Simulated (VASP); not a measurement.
# ReSb3 (Pm-3m) in VASP: notebook

The runs below take ReSb3 through single point, relaxation of cell and atoms, with PBE.

Program: VASP 6.6.1. These are calculated values, not measurements. Logs are shortened: lines on timing, memory, paths and dates and some standing lists are left out, and cuts for length are marked.

## Step 1: The cell of the first run

It takes space group Pm-3m (No. 221, cubic). Conventional cell: a = 4.483 Å, b = 4.483 Å, c = 4.483 Å, α = 90.00°, β = 90.00°, γ = 90.00°. Re (site symmetry m-3m) has 12 Sb at 3.17 Å within 4.2 Å. Sb (site symmetry 4/mmm) has 4 Re at 3.17 Å and 8 Sb at 3.17 Å within 4.2 Å.

## Step 2: Single point, PBE

INCAR

```
SYSTEM = ReSb3
PREC     = Accurate       ! precision mode
ENCUT    = 600            ! plane-wave cutoff, eV
EDIFF    = 1E-6           ! SCF threshold, eV
ISMEAR   = 0              ! smearing method
SIGMA    = 0.1            ! smearing width, eV
LREAL    = .FALSE.        ! projectors in reciprocal space
LASPH    = .TRUE.         ! aspherical terms in the spheres
NELM     = 120            ! most SCF steps
ALGO     = Normal         ! electronic algorithm
ISIF     = 2              ! what is computed and relaxed
LWAVE    = .FALSE.        ! write WAVECAR
LCHARG   = .FALSE.        ! write CHGCAR
GGA      = PE             ! functional
NBANDS   = 19             ! bands
GGA_COMPAT= .FALSE.
```

KPOINTS

```
regular mesh
0
G
  10 10 10
  0 0 0
```

POSCAR

```
ReSb3
1.0
    4.4829267076      0.0000000000      0.0000000000
    0.0000000000      4.4829267076      0.0000000000
    0.0000000000      0.0000000000      4.4829267076
Re Sb
1 3
Direct
    0.0000000000      0.0000000000      0.0000000000
    0.0000000000      0.5000000000      0.5000000000
    0.5000000000      0.0000000000      0.5000000000
    0.5000000000      0.5000000000      0.0000000000
```

Potentials or basis: VASP PAW PBE potentials, release 64 (Re, Sb).

Started as:

```sh
$ cat potpaw_PBE.64/Re/POTCAR potpaw_PBE.64/Sb/POTCAR > POTCAR
$ mpirun -np 1 vasp_std > vasp.out
```

OUTCAR:

```text
SYSTEM = ReSb3
   PREC = Accurate
   ENCUT = 600
   EDIFF = 1E-6
   ISMEAR = 0
   LREAL = .FALSE.
   LASPH = .TRUE.
   NELM = 120
   ISIF = 2
   GGA = PE

 ion  position               nearest neighbor table
   1  0.000  0.000  0.000-   2 3.17   3 3.17   4 3.17   2 3.17   3 3.17   2 3.17   4 3.17   2 3.17
                             3 3.17   4 3.17   3 3.17   4 3.17
   2  0.000  0.500  0.500-   1 3.17   3 3.17   4 3.17   1 3.17   4 3.17   1 3.17   3 3.17   1 3.17
                             3 3.17   4 3.17   4 3.17   3 3.17
   3  0.500  0.000  0.500-   1 3.17   2 3.17   4 3.17   1 3.17   4 3.17   2 3.17   4 3.17   4 3.17
                             1 3.17   2 3.17   1 3.17   2 3.17
   4  0.500  0.500  0.000-   1 3.17   2 3.17   3 3.17   2 3.17   3 3.17   1 3.17   3 3.17   3 3.17
                             1 3.17   2 3.17   2 3.17   1 3.17

  LATTYP: Found a simple cubic cell.
 ALAT       =     4.4829267076

  Lattice vectors:

 A1 = (   4.4829267076,   0.0000000000,   0.0000000000)
 A2 = (   0.0000000000,   4.4829267076,   0.0000000000)
 A3 = (   0.0000000000,   0.0000000000,   4.4829267076)

Analysis of symmetry for initial positions (statically):
=====================================================================
 Subroutine PRICEL returns:
 Original cell was already a primitive cell.

 Routine SETGRP: Setting up the symmetry group for a
 simple cubic supercell.

 Subroutine GETGRP returns: Found 48 space group operations
 (whereof 48 operations were pure point group operations)
 out of a pool of 48 trial point group operations.

The static configuration has the point symmetry O_h .

Analysis of symmetry for dynamics (positions and initial velocities):
=====================================================================
 Subroutine PRICEL returns:
 Original cell was already a primitive cell.

 Routine SETGRP: Setting up the symmetry group for a
 simple cubic supercell.

 Subroutine GETGRP returns: Found 48 space group operations
 (whereof 48 operations were pure point group operations)
 out of a pool of 48 trial point group operations.

The dynamic configuration has the point symmetry O_h .

 Subroutine INISYM returns: Found 48 space group operations
 (whereof 48 operations are pure point group operations),
 and found     1 'primitive' translations

----------------------------------------------------------------------------------------

                                     Primitive cell

  volume of cell :      90.0917

  direct lattice vectors                    reciprocal lattice vectors
     4.482926708  0.000000000  0.000000000     0.223068559  0.000000000  0.000000000
     0.000000000  4.482926708  0.000000000     0.000000000  0.223068559  0.000000000
     0.000000000  0.000000000  4.482926708     0.000000000  0.000000000  0.223068559

  length of vectors
     4.482926708  4.482926708  4.482926708     0.223068559  0.223068559  0.223068559

  position of ions in fractional coordinates (direct lattice)
     0.000000000  0.000000000  0.000000000
     0.000000000  0.500000000  0.500000000
     0.500000000  0.000000000  0.500000000
     0.500000000  0.500000000  0.000000000

  ion indices of the primitive-cell ions
   primitive index   ion index
                 1           1
                 2           2
                 3           3
                 4           4

----------------------------------------------------------------------------------------

 KPOINTS: regular mesh

Automatic generation of k-mesh.
 Grid dimensions read from file:
 generate k-points for:   10   10   10

 Generating k-lattice:

  Cartesian coordinates                     Fractional coordinates (reciprocal lattice)
     0.022306856  0.000000000  0.000000000     0.100000000  0.000000000  0.000000000
     0.000000000  0.022306856  0.000000000     0.000000000  0.100000000  0.000000000
     0.000000000  0.000000000  0.022306856     0.000000000  0.000000000  0.100000000

  Length of vectors
     0.022306856  0.022306856  0.022306856

  Shift w.r.t. Gamma in fractional coordinates (k-lattice)
     0.000000000  0.000000000  0.000000000

 Subroutine IBZKPT returns following result:
 ===========================================

 Found     56 irreducible k-points:

 Following reciprocal coordinates:
            Coordinates               Weight
  0.000000  0.000000  0.000000      1.000000
  0.100000  0.000000  0.000000      6.000000
  0.200000  0.000000  0.000000      6.000000
  0.300000  0.000000  0.000000      6.000000
  0.400000  0.000000  0.000000      6.000000
  0.500000  0.000000  0.000000      3.000000
[... 16 lines left out ...]
  0.200000  0.100000  0.100000     24.000000
  0.300000  0.100000  0.100000     24.000000
 [... further k-points ...]
   k-points           NKPTS =     56   k-points in BZ     NKDIM =     56   number of bands    NBANDS=     19
   number of dos      NEDOS =    301   number of ions     NIONS =      4
   total plane-waves  NPLWV =  46656
   dimension x,y,z NGX =    36 NGY =   36 NGZ =   36
   dimension x,y,z NGXF=    72 NGYF=   72 NGZF=   72
   ions per type =               1   3
   NGX,Y,Z   is equivalent  to a cutoff of  13.35, 13.35, 13.35 a.u.
   NGXF,Y,Z  is equivalent  to a cutoff of  26.70, 26.70, 26.70 a.u.
 SYSTEM =  ReSb3
   PREC   = accura    normal or accurate (medium, high low for compatibility)
   ISTART =      0    job   : 0-new  1-cont  2-samecut
   ICHARG =      2    charge: 1-file 2-atom 10-const
   ISPIN  =      1    spin polarized calculation?
   LNONCOLLINEAR =      F non collinear calculations
   LSORBIT =      F    spin-orbit coupling
   LASPH  =      T    aspherical Exc in radial PAW
   ENCUT  =  600.0 eV  44.10 Ry    6.64 a.u.   8.95  8.95  8.95*2*pi/ulx,y,z
   NELM   =    120;   NELMIN=  2; NELMDL= -5     # of ELM steps
   EDIFF  = 0.1E-05   stopping-criterion for ELM
   LREAL  =      F    real-space projection
   EDIFFG = 0.1E-04   stopping-criterion for IOM
   NSW    =      0    number of steps for IOM
   IBRION =     -1    ionic relax: 0-MD 1-quasi-New 2-CG
   NFREE  =      0    steps in history (QN), initial steepest desc. (CG)
   ISIF   =      2    stress and relaxation
   ISYM   =      2    0-nonsym 1-usesym 2-fastsym
   POTIM  = 0.5000    time-step for ionic-motion
   TEBEG  =    0.0;   TEEND  =   0.0 temperature during run
   PSTRESS=    0.0 pullay stress
   NELECT =      22.0000    total number of electrons
   NUPDOWN=      -1.0000    fix difference up-down
   EMIN   =  10.00;   EMAX   =-10.00  energy-range for DOS
   EFERMI =   0.00;   METHOD = LEGACY
   ISMEAR =     0;   SIGMA  =   0.10  broadening in eV -4-tet -1-fermi 0-gaus
   EFERMI_NEDOS =   21; number of points for ismear=-14 and -15
   IALGO  =     38    algorithm
   IMIX   =      4    mixing-type and parameters
     AMIX     =   0.40;   BMIX     =  1.00
     AMIX_MAG =   1.60;   BMIX_MAG =  1.00
  volume/ion in A,a.u.               =      22.52       151.99
  Fermi-wavevector in a.u.,A,eV,Ry     =   1.023263  1.933687 14.246223  1.047068
  Thomas-Fermi vector in A             =   2.156987
   LORBIT       =      0    0 simple, 1 ext, 2 COOP (PROOUT), +10 PAW based schemes
   GGA     = PE    functional components
   LHFCALC =     F    Hartree Fock is set to
   AEXX    =    0.0000 exact exchange contribution
   IVDW    =     0    specifies the selected vdW correction
   LEPSILON=     F    determine dielectric tensor
   LRPA    =     F    only Hartree local field effects (RPA)
 non-spin polarized calculation
 Gauss-broadening in eV      SIGMA  =   0.10
  energy-cutoff  :      600.00
  volume of cell :       90.09
 maximum number of plane-waves:      3036
 NGX is ok and might be reduce to    36
   NGX = 17   NGY = 17   NGZ = 17

 number of electron      22.0000003 magnetization

 Free energy of the ion-electron system (eV)
  ---------------------------------------------------
  ext. energy  EPLUGINS =         0.00000000
  ---------------------------------------------------
  free energy    TOTEN  =       -20.80777504 eV

  energy without entropy =      -20.78408420  energy(sigma->0) =      -20.79592962

 E-fermi :   9.1769     XC(G=0): -11.1230

 val. band max:        9.1743569263   @ k =   0.5000   0.4000   0.3000
 cond. band min:       9.1848507629   @ k =   0.5000   0.4000   0.3000
 fundamental gap:      0.0104938366
 Fermi energy:         9.1769311326

 k-point     1 :       0.0000    0.0000    0.0000
  band No.  band energies     occupation
      1      -4.2464      2.00000
      2       1.7681      2.00000
      3       1.7681      2.00000
      4       4.3889      2.00000
      5       4.3889      2.00000
      6       4.3889      2.00000
[... 11 lines left out ...]
     18      12.4033      0.00000
     19      16.3788      0.00000

 k-point     2 :       0.1000    0.0000    0.0000
  band No.  band energies     occupation
      1      -4.1717      2.00000
      2       1.3468      2.00000
      3       1.8144      2.00000
      4       4.4282      2.00000
      5       4.4282      2.00000
      6       4.6990      2.00000
[... 11 lines left out ...]
     18      12.1591      0.00000
     19      16.2802      0.00000

 k-point     3 :       0.2000    0.0000    0.0000
  band No.  band energies     occupation
      1      -3.9504      2.00000
      2       0.4778      2.00000
      3       1.9451      2.00000
      4       4.5354      2.00000
      5       4.5354      2.00000
      6       5.2915      2.00000
[... 11 lines left out ...]
     18      11.9087      0.00000
     19      16.0406      0.00000

 k-point     4 :       0.3000    0.0000    0.0000
  band No.  band energies     occupation
      1      -3.5929      2.00000
      2      -0.4542      2.00000
      3       2.1314      2.00000
      4       4.6767      2.00000
      5       4.6767      2.00000
      6       5.9286      2.00000
[... 407 lines left out ...]
     18      12.2612      0.00000
     19      16.2876      0.00000

 k-point    23 :       0.2000    0.1000    0.1000
  band No.  band energies     occupation
      1      -3.8036      2.00000
      2       0.5244      2.00000
      3       1.3986      2.00000
      4       3.8273      2.00000
      5       5.3431      2.00000
      6       6.0335      2.00000
[... 11 lines left out ...]
     18      12.4750      0.00000
     19      16.2224      0.00000

 k-point    24 :       0.3000    0.1000    0.1000
  band No.  band energies     occupation
      1      -3.4490      2.00000
      2      -0.3586      2.00000
      3       1.5668      2.00000
      4       4.0485      2.00000
      5       5.5005      2.00000
      6       6.1024      2.00000
[... 11 lines left out ...]
     18      12.9084      0.00000
     19      15.6479      0.00000

 [... further k-points ...]
[... 5 lines left out ...]
  --------------------------------------------------------------------------------------
  -------------------------------------------------------------------------------------
  Total       -0.0594215     -0.0594215     -0.0594215     -0.0000000      0.0000000     -0.0000000
  in kB       -1.0567433     -1.0567433     -1.0567433     -0.0000000      0.0000000     -0.0000000
  external PRESSURE =      -1.0567433 kB  Pullay stress =       0.0000000 kB

 VOLUME and BASIS-vectors are now :
 -----------------------------------------------------------------------------
  energy-cutoff  :      600.00
  volume of cell :       90.09
      direct lattice vectors                 reciprocal lattice vectors
     4.482926708  0.000000000  0.000000000     0.223068559  0.000000000  0.000000000
     0.000000000  4.482926708  0.000000000     0.000000000  0.223068559  0.000000000
     0.000000000  0.000000000  4.482926708     0.000000000  0.000000000  0.223068559

 POSITION                                       TOTAL-FORCE (eV/Angst)
 -----------------------------------------------------------------------------------
      0.00000      0.00000      0.00000         0.000000      0.000000      0.000000
      0.00000      2.24146      2.24146         0.000000      0.000000      0.000000
      2.24146      0.00000      2.24146         0.000000      0.000000      0.000000
      2.24146      2.24146      0.00000         0.000000      0.000000      0.000000
 -----------------------------------------------------------------------------------
    total drift:                               -0.000000      0.000000      0.000000

  FREE ENERGIE OF THE ION-ELECTRON SYSTEM (eV)
  ---------------------------------------------------
  free  energy   TOTEN  =       -20.8077750376 eV

  energy  without entropy=      -20.7840841950  energy(sigma->0) =      -20.79592962
```

Wall time 56 s (1 thread of Intel Xeon Platinum 8488C (Sapphire Rapids), shared host); peak memory 0.28 GiB.

Results:

```
Free energy            : -20.8078 eV
Pressure               : -0.1 GPa
Band gap on the k mesh : zero (band 11 reaches 9.56 eV, above the bottom of band 12 at 8.69 eV)
```

Levels at points of the mesh, in eV from the Fermi level:
| k point | band 8 | band 9 | band 10 | band 11 | band 12 | band 13 | band 14 | band 15 |
| --- | --- | --- | --- | --- | --- | --- | --- | --- |
| (0.00, 0.00, 0.00) | -0.90 | -0.90 | -0.90 | -0.27 | -0.27 | 0.86 | 0.86 | 0.86 |
| (0.50, 0.00, 0.00) | -1.77 | -1.77 | -0.82 | -0.81 | -0.06 | 0.40 | 0.40 | 3.30 |
| (0.50, 0.50, 0.00) | -1.68 | -0.78 | -0.78 | -0.74 | -0.49 | 0.33 | 2.79 | 2.79 |
| (0.50, 0.50, 0.50) | -2.05 | -0.18 | -0.18 | 0.38 | 0.38 | 0.38 | 4.67 | 4.67 |

Caveat: spin-orbit coupling is left out, which moves the levels of the heavy elements.

## Step 3: Relaxation of cell and atoms, PBE

INCAR

```
SYSTEM = ReSb3
ALGO = Normal
EDIFF = 1E-7
EDIFFG = -0.01
ENCUT = 600
GGA = PE
GGA_COMPAT = .FALSE.
IBRION = 2
ISIF = 3
ISMEAR = 0
LASPH = .TRUE.
LCHARG = .FALSE.
LREAL = .FALSE.
LWAVE = .FALSE.
NELM = 120
NELMIN = 4
NSW = 100
PREC = Accurate
SIGMA = 0.1
```

KPOINTS

```
k-points
0
G
  10 10 10
  0 0 0
```

POSCAR

```
ReSb3
1.0
    4.4844168694      0.0000000000      0.0000000000
    0.0000000000      4.4844168694      0.0000000000
    0.0000000000      0.0000000000      4.4844168694
Re Sb
1 3
Direct
    0.0000000000      0.0000000000      0.0000000000
    0.0000000000      0.5000000000      0.5000000000
    0.5000000000      0.0000000000      0.5000000000
    0.5000000000      0.5000000000      0.0000000000
```

Potentials or basis: VASP PAW PBE potentials, release 64 (Re, Sb).

Started as:

```sh
$ cat potpaw_PBE.64/Re/POTCAR potpaw_PBE.64/Sb/POTCAR > POTCAR
$ mpirun -np 1 vasp_std > vasp.out
```

Wall time 1.9 min (1 thread of Intel Xeon Platinum 8488C (Sapphire Rapids), shared host); peak memory 0.28 GiB.

It converged, with:

- Free energy: -20.8078 eV
- Relaxed volume: 22.49 Å³/atom
- Relaxed cell: a = 4.481 Å, b = 4.481 Å, c = 4.481 Å, α = 90.00°, β = 90.00°, γ = 90.00°
- Space group after relaxing (to 0.05 Å): Pm-3m (No. 221)
- Energy gained by relaxing: 0.0 meV/atom
- Ionic steps: 3
- Pressure after relaxing: 0.0 GPa
- Band gap on the k mesh: zero (band 11 reaches 9.58 eV, above the bottom of band 12 at 8.71 eV)

The path:
```csv
step,energy change (eV),largest force (eV/Å),pressure (GPa),volume (Å³)
1,0.0000,0.0000,-0.21,90.18
2,0.0000,0.0000,0.19,89.80
3,-0.0001,0.0000,0.01,89.98
```

Final structure:
```
Re Sb
1.0
     4.48102    0.00000    0.00000
     0.00000    4.48102    0.00000
     0.00000    0.00000    4.48102
Re Sb
1 3
Direct
  0.00000 0.00000 0.00000
  0.00000 0.50000 0.50000
  0.50000 0.00000 0.50000
  0.50000 0.50000 0.00000
```

Levels at points of the mesh, in eV from the Fermi level:
```
           k point  band 8  band 9  band 10  band 11  band 12  band 13  band 14  band 15
(0.00, 0.00, 0.00)   -0.91   -0.91    -0.91    -0.27    -0.27     0.86     0.86     0.86
(0.50, 0.00, 0.00)   -1.77   -1.77    -0.82    -0.81    -0.06     0.40     0.40     3.31
(0.50, 0.50, 0.00)   -1.68   -0.78    -0.78    -0.74    -0.49     0.33     2.79     2.79
(0.50, 0.50, 0.50)   -2.05   -0.18    -0.18     0.38     0.38     0.38     4.68     4.68
```

Caveat: spin-orbit coupling is left out, which moves the levels of the heavy elements.
